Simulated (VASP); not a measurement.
# Na6Cl in VASP: single point with PBE+D3(BJ)

Aim: the single point of Na6Cl with PBE+D3(BJ).

Everything below comes from runs of VASP 6.6.1. Logs are shortened: lines on timing, memory, paths and dates and some standing lists are left out, and cuts for length are marked.

### Step 1. The cell of the first run

The cell holds a slab with vacuum, 14 atoms: a = 7.063 Å, b = 7.063 Å, c = 23.939 Å, α = 90.00°, β = 90.00°, γ = 109.47°.

### Step 2. Single point, PBE+D3(BJ)

File INCAR:

```
SYSTEM = Na6Cl
PREC = Accurate ; ENCUT = 520
EDIFF = 1E-6 ; ISMEAR = 0
SIGMA = 0.1 ; LREAL = .FALSE.
LASPH = .TRUE. ; NELM = 100
ALGO = Normal ; ISIF = 2
LWAVE = .FALSE. ; LCHARG = .FALSE.
LDIPOL = .TRUE. ; IDIPOL = 3
DIPOL = 0.5 0.5 0.483 ; GGA = PE
IVDW = 12 ; NBANDS = 62
```

File KPOINTS:

```
Automatic mesh
0
G
  3 3 1
  0 0 0
```

File POSCAR:

```
Na6Cl
1.0
    7.0632143068      0.0000000000      0.0000000000
   -2.3544047689      6.6592623111      0.0000000000
    0.0000000000      0.0000000000     23.9389903319
Na Cl
12 2
Direct
    0.2500000000      0.2500000000      0.3341828493
    0.2500000000      0.7500000000      0.3341828493
    0.7500000000      0.2500000000      0.3341828493
    0.7500000000      0.7500000000      0.3341828493
    0.5001915369      0.4386442681      0.4536553308
    0.5017311188     -0.0561426020      0.4602129827
    0.0156051461      0.5203304661      0.4571861536
    0.0262164724      0.0328678314      0.4604955678
    0.7557023875      0.7122827813      0.5613798497
    0.7485899413      0.2107824907      0.5843695667
    0.2162719101      0.9395608733      0.5995216667
    0.2759200982      0.4840231685      0.5894488184
    1.5389062022      0.8525195920      0.6298446139
    0.9607634387      0.5636203254      0.6317717344
```

Potentials or basis: VASP PAW PBE potentials, release 64 (Na_pv, Cl).

Started as:

```sh
$ cat potpaw_PBE.64/Na_pv/POTCAR potpaw_PBE.64/Cl/POTCAR > POTCAR
$ mpirun -np 1 vasp_std > vasp.out
```

OUTCAR:

```text
SYSTEM = Na6Cl
   PREC = Accurate
   ENCUT = 520
   EDIFF = 1E-6
   ISMEAR = 0
   LREAL = .FALSE.
   LASPH = .TRUE.
   NELM = 100
   ISIF = 2
   GGA = PE
   IVDW = 12
 IVDW          = 12

 ion  position               nearest neighbor table
   1  0.250  0.250  0.334-
   2  0.250  0.750  0.334-
   3  0.750  0.250  0.334-
   4  0.750  0.750  0.334-
   5  0.500  0.439  0.454-
   6  0.502  0.944  0.460-
   7  0.016  0.520  0.457-
   8  0.026  0.033  0.460-
   9  0.756  0.712  0.561-  13 2.65  14 2.66
  10  0.749  0.211  0.584-  14 2.69  13 2.70
  11  0.216  0.940  0.600-  13 2.65
  12  0.276  0.484  0.589-  14 2.67
  13  0.539  0.853  0.630-   9 2.65  11 2.65  10 2.70
  14  0.961  0.564  0.632-   9 2.66  12 2.67  10 2.69

  LATTYP: Found a base centered orthorhombic cell.
 ALAT       =     8.1558973628
 B/A-ratio  =     1.4142135624
 C/A-ratio  =     2.9351755260

  Lattice vectors:

 A1 = (   7.0632143068,   0.0000000000,   0.0000000000)
 A2 = (  -2.3544047689,   6.6592623111,   0.0000000000)
 A3 = (   0.0000000000,   0.0000000000,  23.9389903319)

Analysis of symmetry for initial positions (statically):
=====================================================================
 Subroutine PRICEL returns:
 Original cell was already a primitive cell.

 Routine SETGRP: Setting up the symmetry group for a
 base centered orthorhombic supercell.

 Subroutine GETGRP returns: Found  1 space group operations
 (whereof  1 operations were pure point group operations)
 out of a pool of  8 trial point group operations.

The static configuration has the point symmetry C_1 .

Analysis of symmetry for dynamics (positions and initial velocities):
=====================================================================
 Subroutine PRICEL returns:
 Original cell was already a primitive cell.

 Routine SETGRP: Setting up the symmetry group for a
 base centered orthorhombic supercell.

 Subroutine GETGRP returns: Found  1 space group operations
 (whereof  1 operations were pure point group operations)
 out of a pool of  8 trial point group operations.

The dynamic configuration has the point symmetry C_1 .

 Subroutine INISYM returns: Found  1 space group operations
 (whereof  1 operations are pure point group operations),
 and found     1 'primitive' translations

----------------------------------------------------------------------------------------

                                     Primitive cell

  volume of cell :    1125.9895

  direct lattice vectors                    reciprocal lattice vectors
     7.063214307  0.000000000  0.000000000     0.141578601  0.050055594  0.000000000
    -2.354404769  6.659262311  0.000000000     0.000000000  0.150166783  0.000000000
     0.000000000  0.000000000 23.938990332     0.000000000  0.000000000  0.041772856

  length of vectors
     7.063214307  7.063214307 23.938990332     0.150166783  0.150166783  0.041772856

  position of ions in fractional coordinates (direct lattice)
     0.250000000  0.250000000  0.334182849
     0.250000000  0.750000000  0.334182849
     0.750000000  0.250000000  0.334182849
     0.750000000  0.750000000  0.334182849
     0.500191537  0.438644268  0.453655331
     0.501731119  0.943857398  0.460212983
     0.015605146  0.520330466  0.457186154
     0.026216472  0.032867831  0.460495568
     0.755702388  0.712282781  0.561379850
     0.748589941  0.210782491  0.584369567
     0.216271910  0.939560873  0.599521667
     0.275920098  0.484023169  0.589448818
     0.538906202  0.852519592  0.629844614
     0.960763439  0.563620325  0.631771734

  ion indices of the primitive-cell ions
   primitive index   ion index
                 1           1
                 2           2
                 3           3
                 4           4
                 5           5
                 6           6
                 7           7
                 8           8
                 9           9
                10          10
                11          11
                12          12
                13          13
                14          14

----------------------------------------------------------------------------------------

 KPOINTS: Automatic mesh

Automatic generation of k-mesh.
 Grid dimensions read from file:
 generate k-points for:    3    3    1

 Generating k-lattice:

  Cartesian coordinates                     Fractional coordinates (reciprocal lattice)
     0.047192867  0.016685198  0.000000000     0.333333333 -0.000000000  0.000000000
     0.000000000  0.050055594  0.000000000     0.000000000  0.333333333  0.000000000
     0.000000000  0.000000000  0.041772856     0.000000000  0.000000000  1.000000000

  Length of vectors
     0.050055594  0.050055594  0.041772856

  Shift w.r.t. Gamma in fractional coordinates (k-lattice)
     0.000000000  0.000000000  0.000000000

 Subroutine IBZKPT returns following result:
 ===========================================

 Found      5 irreducible k-points:

 Following reciprocal coordinates:
            Coordinates               Weight
  0.000000  0.000000  0.000000      1.000000
  0.333333  0.000000  0.000000      2.000000
  0.000000  0.333333  0.000000      2.000000
  0.333333  0.333333  0.000000      2.000000
 -0.333333  0.333333  0.000000      2.000000
   k-points           NKPTS =      5   k-points in BZ     NKDIM =      5   number of bands    NBANDS=     62
   number of dos      NEDOS =    301   number of ions     NIONS =     14
   total plane-waves  NPLWV = 524880
   dimension x,y,z NGX =    54 NGY =   54 NGZ =  180
   dimension x,y,z NGXF=   108 NGYF=  108 NGZF=  360
   ions per type =              12   2
   NGX,Y,Z   is equivalent  to a cutoff of  12.71, 12.71, 12.50 a.u.
   NGXF,Y,Z  is equivalent  to a cutoff of  25.42, 25.42, 25.00 a.u.
 SYSTEM =  Na6Cl
   PREC   = accura    normal or accurate (medium, high low for compatibility)
   ISTART =      0    job   : 0-new  1-cont  2-samecut
   ICHARG =      2    charge: 1-file 2-atom 10-const
   ISPIN  =      1    spin polarized calculation?
   LNONCOLLINEAR =      F non collinear calculations
   LSORBIT =      F    spin-orbit coupling
   LASPH  =      T    aspherical Exc in radial PAW
   ENCUT  =  520.0 eV  38.22 Ry    6.18 a.u.  13.13 13.13 44.51*2*pi/ulx,y,z
   NELM   =    100;   NELMIN=  2; NELMDL= -5     # of ELM steps
   EDIFF  = 0.1E-05   stopping-criterion for ELM
   LREAL  =      F    real-space projection
   EDIFFG = 0.1E-04   stopping-criterion for IOM
   NSW    =      0    number of steps for IOM
   IBRION =     -1    ionic relax: 0-MD 1-quasi-New 2-CG
   NFREE  =      0    steps in history (QN), initial steepest desc. (CG)
   ISIF   =      2    stress and relaxation
   ISYM   =      2    0-nonsym 1-usesym 2-fastsym
   POTIM  = 0.5000    time-step for ionic-motion
   TEBEG  =    0.0;   TEEND  =   0.0 temperature during run
   PSTRESS=    0.0 pullay stress
   NELECT =      98.0000    total number of electrons
   NUPDOWN=      -1.0000    fix difference up-down
   EMIN   =  10.00;   EMAX   =-10.00  energy-range for DOS
   EFERMI =   0.00;   METHOD = LEGACY
   ISMEAR =     0;   SIGMA  =   0.10  broadening in eV -4-tet -1-fermi 0-gaus
   EFERMI_NEDOS =   21; number of points for ismear=-14 and -15
   IALGO  =     38    algorithm
   IMIX   =      4    mixing-type and parameters
     AMIX     =   0.40;   BMIX     =  1.00
     AMIX_MAG =   1.60;   BMIX_MAG =  1.00
  volume/ion in A,a.u.               =      80.43       542.75
  Fermi-wavevector in a.u.,A,eV,Ry     =   0.725502  1.371000  7.161474  0.526353
  Thomas-Fermi vector in A             =   1.816240
   LORBIT       =      0    0 simple, 1 ext, 2 COOP (PROOUT), +10 PAW based schemes
   GGA     = PE    functional components
   LHFCALC =     F    Hartree Fock is set to
   AEXX    =    0.0000 exact exchange contribution
   IVDW    =    12    specifies the selected vdW correction
   LEPSILON=     F    determine dielectric tensor
   LRPA    =     F    only Hartree local field effects (RPA)
 non-spin polarized calculation
 Gauss-broadening in eV      SIGMA  =   0.10
  energy-cutoff  :      520.00
  volume of cell :     1125.99
 maximum number of plane-waves:     30355
 NGX is ok and might be reduce to    54
   NGX = 27   NGY = 27   NGZ = 89

 number of electron      98.0000013 magnetization

 dipolmoment           0.000000      0.000000      0.184615 electrons x Angstroem

 Free energy of the ion-electron system (eV)
  ---------------------------------------------------
  ext. energy  EPLUGINS =         0.00000000
  ---------------------------------------------------
  free energy    TOTEN  =       -24.31603924 eV

  energy without entropy =      -24.27794293  energy(sigma->0) =      -24.29699108

 E-fermi :  -1.4391     XC(G=0):  -3.2896

 val. band max:       -1.4831291105   @ k =   0.0000   0.3333   0.0000
 cond. band min:      -1.4210590186   @ k =  -0.3333   0.3333   0.0000
 fundamental gap:      0.0620700920
 Fermi energy:        -1.4391253419

 k-point     1 :       0.0000    0.0000    0.0000
  band No.  band energies     occupation
      1     -26.7430      2.00000
      2     -26.7143      2.00000
      3     -26.6875      2.00000
      4     -26.6731      2.00000
      5     -26.6549      2.00000
      6     -26.6438      2.00000
[... 53 lines left out ...]
     60       0.9851      0.00000
     61       1.3188      0.00000

 k-point     2 :       0.3333    0.0000    0.0000
  band No.  band energies     occupation
      1     -26.7431      2.00000
      2     -26.7138      2.00000
      3     -26.6876      2.00000
      4     -26.6731      2.00000
      5     -26.6549      2.00000
      6     -26.6438      2.00000
[... 53 lines left out ...]
     60       1.4815      0.00000
     61       1.5451      0.00000

 k-point     3 :       0.0000    0.3333    0.0000
  band No.  band energies     occupation
      1     -26.7421      2.00000
      2     -26.7141      2.00000
      3     -26.6845      2.00000
      4     -26.6758      2.00000
      5     -26.6550      2.00000
      6     -26.6438      2.00000
[... 53 lines left out ...]
     60       1.3874      0.00000
     61       1.5940      0.00000

 k-point     4 :       0.3333    0.3333    0.0000
  band No.  band energies     occupation
      1     -26.7421      2.00000
      2     -26.7139      2.00000
      3     -26.6845      2.00000
      4     -26.6758      2.00000
      5     -26.6549      2.00000
      6     -26.6438      2.00000
[... 53 lines left out ...]
     60       1.7065      0.00000
     61       1.7846      0.00000

 k-point     5 :      -0.3333    0.3333    0.0000
  band No.  band energies     occupation
      1     -26.7421      2.00000
      2     -26.7140      2.00000
      3     -26.6845      2.00000
      4     -26.6758      2.00000
      5     -26.6549      2.00000
      6     -26.6438      2.00000
[... 53 lines left out ...]
     60       1.3929      0.00000
     61       1.6385      0.00000
 [bands above 61 left out]

------------------------ aborting loop because EDIFF is reached ----------------------------------------

 vacuum level on the upper side and lower side of the slab       (xc-potential included)         0.205        -0.459

 Edisp (eV)   -1.74481

 E8    (eV) :    -0.8514

  FORCE on cell =-STRESS in cart. coord.  units (eV):
  Direction    XX          YY          ZZ          XY          YZ          ZX
  --------------------------------------------------------------------------------------
  -------------------------------------------------------------------------------------
  Total       1.13531    -0.49744     0.04290    -0.07231     0.11989     0.03404
  in kB       1.61543    -0.70781     0.06105    -0.10290     0.17059     0.04843
  external pressure =        0.32 kB  Pullay stress =        0.00 kB

 VOLUME and BASIS-vectors are now :
 -----------------------------------------------------------------------------
  energy-cutoff  :      520.00
  volume of cell :     1125.99
      direct lattice vectors                 reciprocal lattice vectors
     7.063214307  0.000000000  0.000000000     0.141578601  0.050055594  0.000000000
    -2.354404769  6.659262311  0.000000000     0.000000000  0.150166783  0.000000000
     0.000000000  0.000000000 23.938990332     0.000000000  0.000000000  0.041772856

 POSITION                                       TOTAL-FORCE (eV/Angst)
 -----------------------------------------------------------------------------------
      1.17720      1.66482      8.00000        -0.022536     -0.008972     -0.082466
      0.00000      4.99445      8.00000         0.004739      0.005297     -0.014543
      4.70881      1.66482      8.00000         0.009366     -0.018192      0.030181
      3.53161      4.99445      8.00000         0.009378      0.002490      0.057592
      2.50021      2.92105     10.86005        -0.007070     -0.002687      0.006346
      1.32161      6.28539     11.01703        -0.001195     -0.000909     -0.005205
     -1.11485      3.46502     10.94457        -0.003946      0.005567     -0.009422
      0.10779      0.21888     11.02380         0.002751      0.000148     -0.001361
      3.66069      4.74328     13.43887        -0.011015     -0.004078     -0.000998
      4.79118      1.40366     13.98922         0.001699      0.008227     -0.010693
     -0.68453      6.25678     14.35194         0.022273      0.008787      0.006992
      0.80930      3.22324     14.11081        -0.001899      0.003236      0.006665
      1.79923      5.67715     15.07784        -0.012875     -0.008483      0.009523
      5.45909      3.75330     15.12398         0.010332      0.009570      0.007387
 -----------------------------------------------------------------------------------
    total drift:                                0.000345     -0.000321      0.000382

  FREE ENERGIE OF THE ION-ELECTRON SYSTEM (eV)
  ---------------------------------------------------
  free  energy   TOTEN  =       -26.0608483227 eV

  energy  without entropy=      -26.0227520123  energy(sigma->0) =      -26.04180017

 vacuum level on the upper side and lower side of the slab         2.007         1.315
```

Run time: 13 min. Hardware: 1 thread of Intel Xeon Platinum 8259CL at 2.50GHz (Skylake/Cascade Lake), shared host; peak memory 1 GiB.

Results:

```yaml
Free_energy: -26.0608 eV
Largest_force: 0.086 eV/Å
Band_gap_on_the_k_mesh: zero (bands 49 and 50 overlap by 0.51 eV)
Dispersion_energy_per_atom: -0.125 eV
```

Forces on the atoms (eV/Å):
```
Na  -0.023 -0.009 -0.082
Na   0.005  0.005 -0.015
Na   0.009 -0.018  0.030
Na   0.009  0.002  0.058
Na  -0.007 -0.003  0.006
Na  -0.001 -0.001 -0.005
Na  -0.004  0.006 -0.009
Na   0.003  0.000 -0.001
Na  -0.011 -0.004 -0.001
Na   0.002  0.008 -0.011
Na   0.022  0.009  0.007
Na  -0.002  0.003  0.007
Cl  -0.013 -0.008  0.010
Cl   0.010  0.010  0.007
```

Levels at points of the mesh, in eV from the Fermi level:
```
           k point  band 47  band 48  band 49  band 50  band 51  band 52
(0.00, 0.00, 0.00)    -0.31     0.22     0.25     0.29     0.38     0.98
```
